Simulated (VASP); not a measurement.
A run of VASP 6.6.1 is set up as follows.

The input INCAR:

```
ALGO = Normal
EDIFF = 1E-6
ENCUT = 600
GGA = PE
GGA_COMPAT = F
ISIF = 2
ISMEAR = 0
LASPH = T
LCHARG = F
LREAL = F
LWAVE = F
NBANDS = 11
NELM = 120
PREC = Accurate
SIGMA = 0.1
```

The input KPOINTS:

```
k-points
0
Gamma
  6 6 6
```

The input POSCAR:

```
MgS
1.0
    0.0000000000      2.6016500000      2.6016500000
    2.6016500000      0.0000000000      2.6016500000
    2.6016500000      2.6016500000      0.0000000000
Mg S
1 1
Direct
    0.0000000000      0.0000000000      0.0000000000
    0.5000000000      0.5000000000      0.5000000000
```

Potentials or basis: VASP PAW PBE potentials, release 64 (Mg, S).

Command:

```bash
$ cat potpaw_PBE.64/Mg/POTCAR potpaw_PBE.64/S/POTCAR > POTCAR
$ mpirun -np 1 vasp_std > vasp.out
```

Question: Estimate the pressure.

Answer: 0.9 GPa.

Question: Estimate the band gap on the k mesh.

Answer: 2.77 eV (least direct gap 3.71 eV).

A k mesh can miss the band edges. Expect the measured gap to be larger: semilocal functionals such as PBE lack the derivative discontinuity.
